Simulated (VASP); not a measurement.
# Fe (Im-3m) in VASP: notebook

The runs below take Fe through single point, with LDA.

All numbers are computed with VASP 6.6.1; they aren't measurements. Logs are shortened: lines on timing, memory, paths and dates and some standing lists are left out, and cuts for length are marked.

## (1) The cell of the first run

It takes space group Im-3m (No. 229, cubic). Conventional cell: a = 2.752 Å, b = 2.752 Å, c = 2.752 Å, α = 90.00°, β = 90.00°, γ = 90.00°. Within 3.1 Å of Fe (site symmetry m-3m) lie 14 Fe at 2.38 to 2.75 Å.

## (2) Single point, LDA, collinear spin, ferromagnetic start

File INCAR:

```
ALGO     = Normal         # electronic algorithm
EDIFF    = 1E-6           # SCF threshold, eV
ENCUT    = 520            # plane-wave cutoff, eV
GGA      = CA             # functional
ISIF     = 2              # what is computed and relaxed
ISMEAR   = 0              # smearing method
ISPIN    = 2              # spin polarisation
LASPH    = True           # aspherical terms in the spheres
LCHARG   = True           # write CHGCAR
LELF     = True           # ELF
LMAXMIX  = 4              # l up to which the mixer works
LORBIT   = 11             # projections on sites
LREAL    = False          # projectors in reciprocal space
LVHAR    = True         
LWAVE    = False          # write WAVECAR
MAGMOM   = 2.22           # initial moments
NBANDS   = 14             # bands
NELM     = 150            # most SCF steps
PREC     = Accurate       # precision mode
SIGMA    = 0.05           # smearing width, eV
```

File KPOINTS:

```
k-points
0
Gamma
  20 20 20
```

File POSCAR:

```
Fe
1.0
   -1.3759695652      1.3759695652      1.3759695652
    1.3759695652     -1.3759695652      1.3759695652
    1.3759695652      1.3759695652     -1.3759695652
Fe
1
Direct
    0.0000000000      0.0000000000      0.0000000000
```

Potentials or basis: VASP PAW LDA potentials, release 64 (Fe).

Command:

```
$ cat potpaw_LDA.64/Fe/POTCAR > POTCAR
$ mpirun -np 1 vasp_std > vasp.out
```

OUTCAR:

```text
EDIFF = 1E-6
   ENCUT = 520
   GGA = CA
   ISIF = 2
   ISMEAR = 0
   ISPIN = 2
   LASPH = True
   LORBIT = 11
   LREAL = False
   NELM = 150
   PREC = Accurate

 ion  position               nearest neighbor table
   1  0.000  0.000  0.000-

  LATTYP: Found a body centered cubic cell.
 ALAT       =     2.7519391304

  Lattice vectors:

 A1 = (  -1.3759695652,   1.3759695652,   1.3759695652)
 A2 = (   1.3759695652,  -1.3759695652,   1.3759695652)
 A3 = (   1.3759695652,   1.3759695652,  -1.3759695652)

Analysis of symmetry for initial positions (statically):
=====================================================================
 Subroutine PRICEL returns:
 Original cell was already a primitive cell.

 Routine SETGRP: Setting up the symmetry group for a
 body centered cubic supercell.

 Subroutine GETGRP returns: Found 48 space group operations
 (whereof 48 operations were pure point group operations)
 out of a pool of 48 trial point group operations.

The static configuration has the point symmetry O_h .

Analysis of symmetry for dynamics (positions and initial velocities):
=====================================================================
 Subroutine PRICEL returns:
 Original cell was already a primitive cell.

 Routine SETGRP: Setting up the symmetry group for a
 body centered cubic supercell.

 Subroutine GETGRP returns: Found 48 space group operations
 (whereof 48 operations were pure point group operations)
 out of a pool of 48 trial point group operations.

The dynamic configuration has the point symmetry O_h .

Analysis of structural, dynamic, and magnetic symmetry:
=====================================================================
 Subroutine PRICEL returns:
 Original cell was already a primitive cell.

 Routine SETGRP: Setting up the symmetry group for a
 body centered cubic supercell.

 Subroutine GETGRP returns: Found 48 space group operations
 (whereof 48 operations were pure point group operations)
 out of a pool of 48 trial point group operations.

The overall configuration has the point symmetry O_h .

 Subroutine INISYM returns: Found 48 space group operations
 (whereof 48 operations are pure point group operations),
 and found     1 'primitive' translations

----------------------------------------------------------------------------------------

                                     Primitive cell

  volume of cell :      10.4205

  direct lattice vectors                    reciprocal lattice vectors
    -1.375969565  1.375969565  1.375969565     0.000000000  0.363380130  0.363380130
[... 127 lines left out ...]
  ext. energy  EPLUGINS =         0.00000000
  ---------------------------------------------------
  free energy    TOTEN  =        -9.22543545 eV

  energy without entropy =       -9.22421981  energy(sigma->0) =       -9.22482763

 E-fermi :   6.6729     XC(G=0): -13.9111

 val. band max:        6.6669004743   @ k =  -0.2000   0.3500   0.0500
 cond. band min:       6.6768141534   @ k =  -0.4000  -0.4500   0.1000
 fundamental gap:      0.0099136790
 Fermi energy:         6.6729053193

 spin component 1

 k-point     1 :       0.0000    0.0000    0.0000
  band No.  band energies     occupation
      1      -2.3999      1.00000
      2       4.1834      1.00000
      3       4.1834      1.00000
      4       4.1834      1.00000
      5       5.7293      1.00000
      6       5.7293      1.00000
      7      32.3463      0.00000
      8      32.3463      0.00000
      9      32.3463      0.00000
     10      38.0763      0.00000
     11      38.0763      0.00000
     12      40.7425      0.00000
     13      40.7425      0.00000
     14      40.7425      0.00000
[... 379 lines left out ...]
      3       3.8841      1.00000
      4       5.4840      1.00000
      5       5.9553      1.00000
      6       6.4977      1.00000
      7      21.1997      0.00000
      8      25.6921      0.00000
      9      29.5606      0.00000
     10      32.8316      0.00000
     11      37.6904      0.00000
     12      39.1879      0.00000
     13      44.9782      0.00000
     14      47.2437      0.00000

 [... further k-points ...]

 spin component 2

 k-point     1 :       0.0000    0.0000    0.0000
  band No.  band energies     occupation
      1      -2.0202      1.00000
      2       5.7947      1.00000
      3       5.7947      1.00000
      4       5.7947      1.00000
      5       7.8474      0.00000
      6       7.8474      0.00000
      7      32.5237      0.00000
      8      32.5237      0.00000
      9      32.5237      0.00000
     10      38.5563      0.00000
     11      38.5563      0.00000
     12      41.5367      0.00000
     13      41.5367      0.00000
     14      41.5367      0.00000
[... 379 lines left out ...]
      3       5.2454      1.00000
      4       7.4591      0.00000
      5       8.0396      0.00000
      6       8.2418      0.00000
      7      22.0442      0.00000
      8      26.2666      0.00000
      9      30.1909      0.00000
     10      33.3459      0.00000
     11      38.3076      0.00000
     12      39.6985      0.00000
     13      45.4269      0.00000
     14      47.8425      0.00000

 [... further k-points ...]

------------------------ aborting loop because EDIFF is reached ----------------------------------------

  FORCE on cell =-STRESS in cart. coord.  units (eV):
  Direction    XX          YY          ZZ          XY          YZ          ZX
  --------------------------------------------------------------------------------------
  -------------------------------------------------------------------------------------
  Total       -0.0686272     -0.0686272     -0.0686272      0.0000000      0.0000000     -0.0000000
  in kB      -10.5516446    -10.5516446    -10.5516446      0.0000000      0.0000000     -0.0000000
  external PRESSURE =     -10.5516446 kB  Pullay stress =       0.0000000 kB

 VOLUME and BASIS-vectors are now :
 -----------------------------------------------------------------------------
  energy-cutoff  :      520.00
  volume of cell :       10.42
      direct lattice vectors                 reciprocal lattice vectors
    -1.375969565  1.375969565  1.375969565     0.000000000  0.363380130  0.363380130
     1.375969565 -1.375969565  1.375969565     0.363380130  0.000000000  0.363380130
     1.375969565  1.375969565 -1.375969565     0.363380130  0.363380130  0.000000000

 POSITION                                       TOTAL-FORCE (eV/Angst)
 -----------------------------------------------------------------------------------
      0.00000      0.00000      0.00000        -0.000000     -0.000000      0.000000
 -----------------------------------------------------------------------------------
    total drift:                                0.000000      0.000000      0.000000

  FREE ENERGIE OF THE ION-ELECTRON SYSTEM (eV)
  ---------------------------------------------------
  free  energy   TOTEN  =        -9.2254354456 eV

  energy  without entropy=       -9.2242198123  energy(sigma->0) =       -9.22482763

 total charge

# of ion       s       p       d       tot
------------------------------------------
    1        0.526   0.616   6.329   7.472

 magnetization (x)

# of ion       s       p       d       tot
------------------------------------------
    1       -0.009  -0.033   1.990   1.947
```

It took 43 s on 1 thread of Intel Xeon Platinum 8488C (Sapphire Rapids), shared host; peak memory 0.17 GiB.

Results:

| Property | Result |
| --- | --- |
| Free energy | -9.2254 eV |
| Pressure | -1.1 GPa |
| Band gap on the k mesh | zero (filled and empty bands overlap) |
| Net moment | 1.98 μB per cell |
| Site moments | Fe +1.95 μB |
| Valence electrons inside the program's atomic spheres | Fe 7.47 |

Levels at points of the mesh, in eV from the Fermi level:
Spin up:
```csv
k point,band 1,band 2,band 3,band 4,band 5,band 6,band 7,band 8,band 9,band 10
"(0.00, 0.00, 0.00)",-9.07,-2.49,-2.49,-2.49,-0.94,-0.94,25.67,25.67,25.67,31.40
"(0.50, 0.00, 0.00)",-5.45,-3.75,-0.91,-0.71,0.37,0.63,8.14,18.95,21.41,24.66
"(0.50, 0.50, 0.50)",-5.35,-5.35,0.31,0.31,0.31,10.39,10.39,10.39,16.57,16.57
```
Spin down:
| k point | band 1 | band 2 | band 3 | band 4 | band 5 | band 6 |
| --- | --- | --- | --- | --- | --- | --- |
| (0.00, 0.00, 0.00) | -8.69 | -0.88 | -0.88 | -0.88 | 1.17 | 1.17 |
| (0.50, 0.00, 0.00) | -4.32 | -2.29 | 0.75 | 1.09 | 1.46 | 2.50 |
| (0.50, 0.50, 0.50) | -3.90 | -3.90 | 2.15 | 2.15 | 2.15 | 10.85 |

## (3) Single point, LDA, collinear spin, ferromagnetic start

This run uses another cell than the first one, of 11.82 Å³/atom.

File INCAR:

```
  PREC = Accurate
  ENCUT = 520
  EDIFF = 1E-7
  ISMEAR = 0
  SIGMA = 0.05
  LREAL = False
  LASPH = True
  NELM = 150
  ALGO = Normal
  ISIF = 2
  LWAVE = False
  LCHARG = True
  ISPIN = 2
  MAGMOM = 2.5
  LORBIT = 11
  LMAXMIX = 4
  GGA = CA
  LELF = True
  LVHAR = True
  NBANDS = 14
```

File KPOINTS:

```
Automatic mesh
0
Gamma
  20 20 20
```

File POSCAR:

```
Fe
1.0
   -1.4350000000      1.4350000000      1.4350000000
    1.4350000000     -1.4350000000      1.4350000000
    1.4350000000      1.4350000000     -1.4350000000
Fe
1
Direct
    0.0000000000      0.0000000000      0.0000000000
```

Potentials or basis: VASP PAW LDA potentials, release 64 (Fe).

Command:

```
$ cat potpaw_LDA.64/Fe/POTCAR > POTCAR
$ mpirun -np 1 vasp_std > vasp.out
```

Run time: 61 s. Hardware: 1 thread of Intel Xeon Platinum 8488C (Sapphire Rapids), shared host; peak memory 0.17 GiB.

The run converged. Its results:

```yaml
Free_energy: -9.1005 eV
Pressure: -23.8 GPa
Net_moment: 2.20 μB per cell
Site_moments: Fe +2.18 μB
Valence_electrons_inside_the_program's_atomic_spheres: Fe 7.20
```

Levels at points of the mesh, in eV from the Fermi level:
Spin up:
```tsv
k point	band 1	band 2	band 3	band 4	band 5	band 6	band 7	band 8	band 9	band 10
(0.00, 0.00, 0.00)	-8.30	-2.22	-2.22	-2.22	-0.94	-0.94	24.48	24.48	24.48	29.37
(0.50, 0.00, 0.00)	-4.73	-3.25	-0.92	-0.76	0.36	0.43	6.99	17.91	19.42	22.78
(0.50, 0.50, 0.50)	-4.56	-4.56	0.10	0.10	0.10	9.51	9.51	9.51	15.25	15.25
```
Spin down:
| k point | band 1 | band 2 | band 3 | band 4 | band 5 | band 6 |
| --- | --- | --- | --- | --- | --- | --- |
| (0.00, 0.00, 0.00) | -7.92 | -0.40 | -0.40 | -0.40 | 1.35 | 1.35 |
| (0.50, 0.00, 0.00) | -3.48 | -1.60 | 0.79 | 1.26 | 1.58 | 2.45 |
| (0.50, 0.50, 0.50) | -2.96 | -2.96 | 2.16 | 2.16 | 2.16 | 9.97 |

Caveat: the cell stands under tension.

## (4) Single point, LDA, collinear spin, antiferromagnetic start

This run uses another cell than the first one: it holds 2 atoms, not 1.

File INCAR:

```
ALGO = Normal ; EDIFF = 1E-6
ENCUT = 520 ; GGA = CA
ISIF = 2 ; ISMEAR = 0
ISPIN = 2 ; LASPH = T
LCHARG = T ; LELF = T
LMAXMIX = 4 ; LORBIT = 11
LREAL = F ; LVHAR = T
LWAVE = F ; MAGMOM = 2.5 -2.5
NBANDS = 19 ; NELM = 150
PREC = Accurate ; SIGMA = 0.05
```

File KPOINTS:

```
k-points
0
Gamma
  20 20 10
```

File POSCAR:

```
Fe
1.0
    0.0000000000      2.7519391304      0.0000000000
    2.7519391304      0.0000000000      0.0000000000
    2.7519391304      2.7519391304     -2.7519391304
Fe
2
Direct
    0.0000000000      0.0000000000      0.0000000000
    0.0000000000      0.0000000000      0.5000000000
```

Command:

```
$ cat potpaw_LDA.64/Fe/POTCAR > POTCAR
$ mpirun -np 1 vasp_std > vasp.out
```

It took 16 min on 1 thread of Intel Xeon Platinum 8488C (Sapphire Rapids), shared host; peak memory 0.22 GiB.

It converged, with:

- Free energy: -17.8725 eV
- Pressure: -15.7 GPa
- Band gap on the k mesh: zero (filled and empty bands overlap)
- Net moment: 0.00 μB per cell
- Site moments: Fe +0.54, -0.54 μB
- Valence electrons inside the program's atomic spheres: Fe 7.46

Levels at points of the mesh, in eV from the Fermi level:
Spin up:
| k point | band 6 | band 7 | band 8 | band 9 | band 10 | band 11 |
| --- | --- | --- | --- | --- | --- | --- |
| (0.00, 0.00, 0.00) | -1.81 | -0.02 | -0.02 | 1.11 | 1.11 | 1.11 |
| (0.50, 0.00, 0.00) | -0.10 | 0.10 | 0.53 | 0.56 | 0.56 | 1.43 |
| (0.00, 0.00, 0.50) | -1.50 | -1.12 | -1.12 | -0.60 | -0.18 | 1.00 |
| (0.50, 0.50, 0.50) | -2.89 | -0.06 | -0.06 | 0.58 | 0.58 | 9.57 |
Spin down:
| k point | band 5 | band 6 | band 7 | band 8 | band 9 | band 10 | band 11 | band 12 |
| --- | --- | --- | --- | --- | --- | --- | --- | --- |
| (0.00, 0.00, 0.00) | -1.81 | -1.81 | -0.02 | -0.02 | 1.11 | 1.11 | 1.11 | 10.62 |
| (0.50, 0.00, 0.00) | -0.19 | -0.10 | 0.10 | 0.53 | 0.56 | 0.56 | 1.43 | 1.43 |
| (0.00, 0.00, 0.50) | -1.50 | -1.50 | -1.12 | -1.12 | -0.60 | -0.18 | 1.00 | 1.52 |
| (0.50, 0.50, 0.50) | -2.89 | -2.89 | -0.06 | -0.06 | 0.58 | 0.58 | 9.57 | 9.57 |

Caveat: the cell stands under tension.

## (5) Summary

```csv
spin,cell,k mesh,gap on the mesh (eV),pressure (GPa),moment (μB)
"collinear, ferromagnetic start","a = 2.383 Å, angles 109.5°, 1 atom, atomic positions A",20 × 20 × 20,none,-1.1,1.98
"collinear, ferromagnetic start","a = 2.485 Å, angles 109.5°, 1 atom, atomic positions A",20 × 20 × 20,none,-23.8,2.20
"collinear, antiferromagnetic start","a = 2.752, b = 2.752, c = 4.766 Å, angles 54.7, 54.7, 90.0°, 2 atoms, atomic positions B",20 × 20 × 10,none,-15.7,0.00
```

Alike in all rows: task single point; level LDA; potentials or basis VASP PAW LDA potentials, release 64 (Fe); cutoff (eV) 520; smearing gaussian 0.05 eV.

Caveats: the cell stands under tension (at least some runs).

Absolute energies hang on the potentials; compare differences alone.
